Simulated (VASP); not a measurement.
Write the native input for VASP 6.6.1 that does the following.

* Task: single point
* Functional: PBEsol
* Potentials or basis: VASP PAW PBE potentials, release 64 (Ti_sv, O)
* Cutoff: 600 eV
* k mesh: 9 × 6 × 4
* Occupations: fermi-dirac, width 0.05 eV
* Spin: no spin polarisation
* Dipole correction: no
* Further INCAR settings: ALGO = Normal; EDIFF = 1e-06; NBANDS = 46

The structure of TiO2 lies in POSCAR:

```
TiO2
1.0
    2.9480727231     -0.0000613981      0.0001184828
    0.0001092917      4.7083263594     -0.0260996023
    1.4737552712      0.2030881310      7.0550209206
Ti O
3 6
Direct
    0.0034705936      0.0003763188      0.0007044052
    0.3453199183      0.4860636968      0.3173823425
    0.6619880932      0.5146895615      0.6840269510
    0.4401304064      0.1880316732      0.1277888049
    0.7792555853      0.2994398489      0.4495495917
    0.1018469927      0.3044193525      0.8043785528
    0.9055220289      0.6963332108      0.1970279604
    0.2281009327      0.7013127557      0.5518569461
    0.5672164390      0.8127205917      0.8736174353
```

These files were run (other wordings do the same):

INCAR

```
SYSTEM = TiO2
ALGO = Normal
EDIFF = 1E-6
ENCUT = 600
GGA = PS
GGA_COMPAT = .FALSE.
ISIF = 2
ISMEAR = -1
LASPH = .TRUE.
LCHARG = .FALSE.
LREAL = .FALSE.
LWAVE = .FALSE.
NBANDS = 46
NELM = 120
PREC = Accurate
SIGMA = 0.05
```

KPOINTS

```
k-points
0
G
  9 6 4
  0 0 0
```

Potentials or basis: VASP PAW PBE potentials, release 64 (Ti_sv, O).

Command:

```sh
$ cat potpaw_PBE.64/Ti_sv/POTCAR potpaw_PBE.64/O/POTCAR > POTCAR
$ mpirun -np 1 vasp_std > vasp.out
```

It gave:

```json
{"Pressure": "0.5 GPa", "Largest force": "0.059 eV/Å", "Band gap on the k mesh": "2.26 eV (least direct gap 2.32 eV)"}
```

Caveat: the PAW data sets were made with another functional, which shifts forces and pressure a little.

Run time: 24 min on 1 thread of Oxide Virtual Turin-like Processor, on a shared host, peak memory 0.5 GiB.
